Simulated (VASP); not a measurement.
**CaSe: single point with r2SCAN**

Crystal: CaSe.

```
Ca Se
1.0
     0.00000    3.29513    3.29513
     3.29513    0.00000    3.29513
     3.29513    3.29513    0.00000
Ca Se
1 1
Direct
  0.00000 0.00000 0.00000
  0.25000 0.25000 0.25000
```

```json
{
 "Program": "VASP 6.6.1",
 "Task": "single point",
 "Functional": "r2SCAN",
 "Potentials or basis": "VASP PAW PBE potentials, release 64 (Ca_sv, Se)",
 "Cutoff": "520 eV",
 "k mesh": "6 × 6 × 6",
 "Occupations": "gaussian, width 0.05 eV",
 "Spin": "no spin polarisation",
 "Dipole correction": "no",
 "Further INCAR settings": "ALGO = Normal; EDIFF = 1e-06; NBANDS = 15"
}
```

The pressure is -0.3 GPa. The band gap on the k mesh is 3.64 eV, indirect (least direct gap 3.73 eV).

Levels at points of the mesh, in eV from the valence-band top:
```
           k point  band 5  band 6  band 7  band 8  band 9  band 10  band 11  band 12
(0.00, 0.00, 0.00)  -10.70   -0.08   -0.08   -0.08    3.64     5.91     5.91     7.92
(0.50, 0.00, 0.00)  -10.44   -1.21   -0.01   -0.01    5.58     6.03     6.03     6.34
(0.50, 0.50, 0.00)  -10.36   -1.22   -0.05   -0.05    3.90     5.52     6.65     6.65
```

Run time: 75 s on 1 thread of Intel(R) Xeon(R) Platinum 8124M CPU @ 3.00GHz (Skylake/Cascade Lake), on a shared host, peak memory 0.22 GiB.

Caveat: the PAW data sets were made with another functional, which shifts forces and pressure a little. A k mesh can miss the band edges.
